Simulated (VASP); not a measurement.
# MgO2 (R-3m) in VASP: notebook, part 2 of 2

VASP 6.6.1. The steps go on from the part before.

**3. Single point, r2SCAN**

This run uses another cell than the first one, of the same volume but with other edges.

The input, POSCAR:

```
MgO2
1.0
    1.4703788534      0.8489236268      4.1618124947
   -1.4703788534      0.8489236268      4.1618124947
    0.0000000000     -1.6978472537      4.1618124947
Mg O
1 2
Direct
    0.0000000000      0.0000000000      0.0000000000
    0.4287860000      0.4287860000      0.4287860000
    0.5712140000      0.5712140000      0.5712140000
```

The input, INCAR.step1:

```
PREC = Accurate ; ENCUT = 520
ISMEAR = 0 ; SIGMA = 0.05
LREAL = False ; LASPH = True
NELM = 60 ; NBANDS = 14
GGA = PE ; ALGO = Normal
EDIFF = 1E-4 ; LWAVE = True
LCHARG = False
```

The input, INCAR.step2:

```
PREC = Accurate ; ENCUT = 520
EDIFF = 1E-7 ; ISMEAR = 0
SIGMA = 0.05 ; LREAL = False
LASPH = True ; NELM = 60
ALGO = Normal ; ISIF = 2
LWAVE = False ; LCHARG = False
METAGGA = R2SCAN ; LMIXTAU = True
NBANDS = 14 ; ISTART = 1
```

The input, KPOINTS:

```
regular mesh
0
Gamma
  12 12 12
```

Potentials or basis: VASP PAW PBE potentials, release 64 (Mg, O).

Run with:

```bash
cat potpaw_PBE.64/Mg/POTCAR potpaw_PBE.64/O/POTCAR > POTCAR
cp INCAR.step1 INCAR
mpirun -np 1 vasp_std > vasp.out
cp INCAR.step2 INCAR
mpirun -np 1 vasp_std > vasp.out
```

OUTCAR:

```text
PREC = Accurate
   ENCUT = 520
   EDIFF = 1E-7
   ISMEAR = 0
   LREAL = False
   LASPH = True
   NELM = 60
   ISIF = 2
   METAGGA = R2SCAN
   ISTART = 1

 ion  position               nearest neighbor table
   1  0.000  0.000  0.000-   3 2.07   3 2.07   2 2.07   2 2.07   3 2.07   2 2.07
   2  0.429  0.429  0.429-   3 1.78   1 2.07   1 2.07   1 2.07
   3  0.571  0.571  0.571-   2 1.78   1 2.07   1 2.07   1 2.07

  LATTYP: Found a trigonal (rhomboedric) cell.
 ALAT       =     4.4948157401
 COS(alpha) =     0.7859749013

  Lattice vectors:

 A1 = (   1.4703788534,   0.8489236268,   4.1618124947)
 A2 = (  -1.4703788534,   0.8489236268,   4.1618124947)
 A3 = (   0.0000000000,  -1.6978472537,   4.1618124947)

Analysis of symmetry for initial positions (statically):
=====================================================================
 Subroutine PRICEL returns:
 Original cell was already a primitive cell.

 Routine SETGRP: Setting up the symmetry group for a
 trigonal (rhombohedral) supercell.

 Subroutine GETGRP returns: Found 12 space group operations
 (whereof 12 operations were pure point group operations)
 out of a pool of 12 trial point group operations.

The static configuration has the point symmetry D_3d.

Analysis of symmetry for dynamics (positions and initial velocities):
=====================================================================
 Subroutine PRICEL returns:
 Original cell was already a primitive cell.

 Routine SETGRP: Setting up the symmetry group for a
 trigonal (rhombohedral) supercell.

 Subroutine GETGRP returns: Found 12 space group operations
 (whereof 12 operations were pure point group operations)
 out of a pool of 12 trial point group operations.

The dynamic configuration has the point symmetry D_3d.

 Subroutine INISYM returns: Found 12 space group operations
 (whereof 12 operations are pure point group operations),
 and found     1 'primitive' translations

----------------------------------------------------------------------------------------

                                     Primitive cell

  volume of cell :      31.1696

  direct lattice vectors                    reciprocal lattice vectors
     1.470378853  0.848923627  4.161812495     0.340048416  0.196327045  0.080093309
    -1.470378853  0.848923627  4.161812495    -0.340048416  0.196327045  0.080093309
     0.000000000 -1.697847254  4.161812495     0.000000000 -0.392654089  0.080093309

  length of vectors
     4.494815740  4.494815740  4.494815740     0.400739531  0.400739531  0.400739531

  position of ions in fractional coordinates (direct lattice)
     0.000000000  0.000000000  0.000000000
     0.428786000  0.428786000  0.428786000
     0.571214000  0.571214000  0.571214000

  ion indices of the primitive-cell ions
   primitive index   ion index
                 1           1
                 2           2
                 3           3

----------------------------------------------------------------------------------------

 KPOINTS: regular mesh

Automatic generation of k-mesh.
 Grid dimensions read from file:
 generate k-points for:   12   12   12

 Generating k-lattice:

  Cartesian coordinates                     Fractional coordinates (reciprocal lattice)
     0.028337368  0.016360587  0.006674442     0.083333333 -0.000000000  0.000000000
    -0.028337368  0.016360587  0.006674442    -0.000000000  0.083333333  0.000000000
[... 45 lines left out ...]
   ions per type =               1   2
   NGX,Y,Z   is equivalent  to a cutoff of  13.32, 13.32, 13.32 a.u.
   NGXF,Y,Z  is equivalent  to a cutoff of  26.63, 26.63, 26.63 a.u.
 SYSTEM =  unknown system
   PREC   = accura    normal or accurate (medium, high low for compatibility)
   ISTART =      1    job   : 0-new  1-cont  2-samecut
   ICHARG =      0    charge: 1-file 2-atom 10-const
   ISPIN  =      1    spin polarized calculation?
   LNONCOLLINEAR =      F non collinear calculations
   LSORBIT =      F    spin-orbit coupling
   LASPH  =      T    aspherical Exc in radial PAW
   ENCUT  =  520.0 eV  38.22 Ry    6.18 a.u.   8.36  8.36  8.36*2*pi/ulx,y,z
   NELM   =     60;   NELMIN=  2; NELMDL=  0     # of ELM steps
   EDIFF  = 0.1E-06   stopping-criterion for ELM
   LREAL  =      F    real-space projection
   EDIFFG = 0.1E-05   stopping-criterion for IOM
   NSW    =      0    number of steps for IOM
   IBRION =     -1    ionic relax: 0-MD 1-quasi-New 2-CG
   NFREE  =      0    steps in history (QN), initial steepest desc. (CG)
   ISIF   =      2    stress and relaxation
   ISYM   =      2    0-nonsym 1-usesym 2-fastsym
   POTIM  = 0.5000    time-step for ionic-motion
   TEBEG  =    0.0;   TEEND  =   0.0 temperature during run
   PSTRESS=    0.0 pullay stress
   NELECT =      14.0000    total number of electrons
   NUPDOWN=      -1.0000    fix difference up-down
   EMIN   =  10.00;   EMAX   =-10.00  energy-range for DOS
   EFERMI =   0.00;   METHOD = LEGACY
   ISMEAR =     0;   SIGMA  =   0.05  broadening in eV -4-tet -1-fermi 0-gaus
   EFERMI_NEDOS =   21; number of points for ismear=-14 and -15
   IALGO  =     38    algorithm
   IMIX   =      4    mixing-type and parameters
     AMIX     =   0.40;   BMIX     =  1.00
     AMIX_MAG =   1.60;   BMIX_MAG =  1.00
  volume/ion in A,a.u.               =      10.39        70.11
  Fermi-wavevector in a.u.,A,eV,Ry     =   1.253739  2.369222 21.386457  1.571860
  Thomas-Fermi vector in A             =   2.387577
   LORBIT       =      0    0 simple, 1 ext, 2 COOP (PROOUT), +10 PAW based schemes
   METAGGA = R2SCAN    functional components
   LHFCALC =     F    Hartree Fock is set to
   AEXX    =    0.0000 exact exchange contribution
   IVDW    =     0    specifies the selected vdW correction
   LEPSILON=     F    determine dielectric tensor
   LRPA    =     F    only Hartree local field effects (RPA)
 non-spin polarized calculation
 Gauss-broadening in eV      SIGMA  =   0.05
  energy-cutoff  :      520.00
  volume of cell :       31.17
 maximum number of plane-waves:       868
 NGX is ok and might be reduce to    36

 number of electron      13.9999999 magnetization

 Free energy of the ion-electron system (eV)
  ---------------------------------------------------
  ext. energy  EPLUGINS =         0.00000000
  ---------------------------------------------------
  free energy    TOTEN  =       -19.94618018 eV

  energy without entropy =      -19.94583753  energy(sigma->0) =      -19.94600885

 E-fermi :   1.3927     XC(G=0): -10.8862

 val. band max:        1.3748041606   @ k =   0.4167   0.4167   0.4167
 cond. band min:       1.3994483819   @ k =   0.5000   0.5000   0.5000
 fundamental gap:      0.0246442214
 Fermi energy:         1.3926707148

 k-point     1 :       0.0000    0.0000    0.0000
  band No.  band energies     occupation
      1     -18.6285      2.00000
      2     -15.3197      2.00000
      3      -5.0729      2.00000
      4      -0.0413      2.00000
      5      -0.0413      2.00000
      6       0.9496      2.00000
      7       0.9496      2.00000
      8       3.8730      0.00000
      9       8.5822      0.00000
     10      13.7815      0.00000
     11      14.5964      0.00000
     12      20.0258      0.00000
     13      20.0258      0.00000
     14      21.7886      0.00000
[... 377 lines left out ...]
      1     -17.6988      2.00000
      2     -15.1130      2.00000
      3      -3.8056      2.00000
      4      -3.1381      2.00000
      5      -1.2208      2.00000
      6      -0.6693      2.00000
      7       0.0139      2.00000
      8       3.0994      0.00000
      9      12.6756      0.00000
     10      13.8428      0.00000
     11      15.4966      0.00000
     12      16.6376      0.00000
     13      16.9238      0.00000
     14      20.8103      0.00000

 [... further k-points ...]

------------------------ aborting loop because EDIFF is reached ----------------------------------------

  FORCE on cell =-STRESS in cart. coord.  units (eV):
  Direction    XX          YY          ZZ          XY          YZ          ZX
  --------------------------------------------------------------------------------------
  -------------------------------------------------------------------------------------
  Total        3.6028589      3.6028589    -13.1793548      0.0000000      0.0000000      0.0000000
  in kB      185.1936987    185.1936987   -677.4435366      0.0000000      0.0000000      0.0000000
  external PRESSURE =    -102.3520464 kB  Pullay stress =       0.0000000 kB

 VOLUME and BASIS-vectors are now :
 -----------------------------------------------------------------------------
  energy-cutoff  :      520.00
  volume of cell :       31.17
      direct lattice vectors                 reciprocal lattice vectors
     1.470378853  0.848923627  4.161812495     0.340048416  0.196327045  0.080093309
    -1.470378853  0.848923627  4.161812495    -0.340048416  0.196327045  0.080093309
     0.000000000 -1.697847254  4.161812495     0.000000000 -0.392654089  0.080093309

 POSITION                                       TOTAL-FORCE (eV/Angst)
 -----------------------------------------------------------------------------------
      0.00000      0.00000      0.00000        -0.000000     -0.000000      0.000000
      0.00000     -0.00000      5.35358         0.000000     -0.000000      1.851407
      0.00000     -0.00000      7.13186         0.000000      0.000000     -1.851407
 -----------------------------------------------------------------------------------
    total drift:                               -0.000000      0.000000      0.000000

  FREE ENERGIE OF THE ION-ELECTRON SYSTEM (eV)
  ---------------------------------------------------
  free  energy   TOTEN  =       -19.9461801757 eV

  energy  without entropy=      -19.9458375326  energy(sigma->0) =      -19.94600885
```

Wall time 4.9 min (1 thread of Intel Xeon 6975P-C (Granite Rapids), shared host); peak memory 0.26 GiB.

Results:

| Property | Result |
| --- | --- |
| Free energy | -19.9462 eV |
| Pressure | -10.2 GPa |
| Largest force | 1.851 eV/Å |
| Band gap on the k mesh | zero (band 7 reaches 1.40 eV, above the bottom of band 8 at 1.37 eV) |

Forces in eV/Å, atoms in the order of the input:
```
Mg   0.000  0.000  0.000
O    0.000  0.000  1.851
O    0.000  0.000 -1.851
```

Levels at points of the mesh, in eV from the Fermi level:
```
           k point  band 5  band 6  band 7  band 8  band 9  band 10
(0.00, 0.00, 0.00)   -1.43   -0.44   -0.44    2.48    7.19    12.39
(0.50, 0.00, 0.00)   -2.13   -2.02   -0.94    1.75   10.65    12.19
(0.50, 0.50, 0.00)   -2.72   -2.38   -0.46    0.99   11.55    11.96
(0.50, 0.50, 0.50)   -1.79   -0.65    0.01    0.01    8.84     9.62
```

Caveat: the PAW data sets were made with another functional, which shifts forces and pressure a little.
